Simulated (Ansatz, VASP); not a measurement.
Two plane-wave programs on C

```xyz
2
Lattice="1.2290 0.7096 3.2830 -1.2290 0.7096 3.2830 0.0000 -1.4192 3.2830" Properties=species:S:1:pos:R:3 pbc="T T T"
C     0.0000   -0.0200    1.6724
C     0.0000    0.0200    8.1765
```

Change from the starting cell: mode 4 frozen in at +0.032 Å and mode 6 at -0.020 Å (largest displacements).

Alike in both runs: task single point; functional PBEsol; dispersion D3(BJ); k mesh 15 × 15 × 15; occupations gaussian, width 0.05 eV; no spin polarisation.

|  | VASP | Ansatz |
| --- | --- | --- |
| version | VASP 6.6.1 | Ansatz 0.2.0 |
| potentials or method | VASP PAW PBE potentials, release 64 (C), cutoff 520 eV | scalar-relativistic, plane waves, PAW |
| valence electrons in the cell | 8 | 8 |

```tsv
	VASP	Ansatz	Ansatz less VASP
gap on the k mesh at the Fermi level (eV)	0.07	0.07	-0.001
least direct gap on the mesh (eV)	0.07	0.07	-0.001
pressure (GPa)	1.3	0.6	-0.74
traceless stress, the component that is largest in VASP (GPa)	5.85	5.34	-0.510
rms of the force components (eV/Å)	1.457	1.455	-0.0020
```

VASP's potentials were made for PBE, not for PBEsol, and Ansatz warns of the same on its side. Atom by atom the forces differ by 0.005 eV/Å (rms over components).
